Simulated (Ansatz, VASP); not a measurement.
**Two plane-wave programs on C**

```
C
1.0
     0.00000    1.79460    1.77226
     1.79460    0.00000    1.77226
     1.79460    1.79460    0.00000
C
2
Direct
  0.00000 0.00000 0.00000
  0.25000 0.25000 0.25000
```

Change from the starting cell: strained cell.

Alike in both runs: functional PBEsol; k mesh 10 × 10 × 10; occupations gaussian, width 0.02 eV; no spin polarisation.

Ansatz relaxed the structure, and its values are those at the end. VASP's run is a single point on that final structure, the one shown.

```csv
,VASP,Ansatz
version,VASP 6.6.1,Ansatz 0.2.0
potentials or method,"VASP PAW PBE potentials, release 64 (C), cutoff 600 eV","scalar-relativistic, plane waves, PAW"
valence electrons in the cell,8,8
```

```tsv
	VASP	Ansatz	Ansatz less VASP
gap on the k mesh at the Fermi level (eV)	3.70	3.71	+0.009
least direct gap on the mesh (eV)	5.30	5.30	+0.001
pressure (GPa)	-7.1	-7.5	-0.41
```

VASP's potentials were made for PBE, not for PBEsol, and Ansatz warns of the same on its side. Ansatz's warnings: stress scf threshold loose.
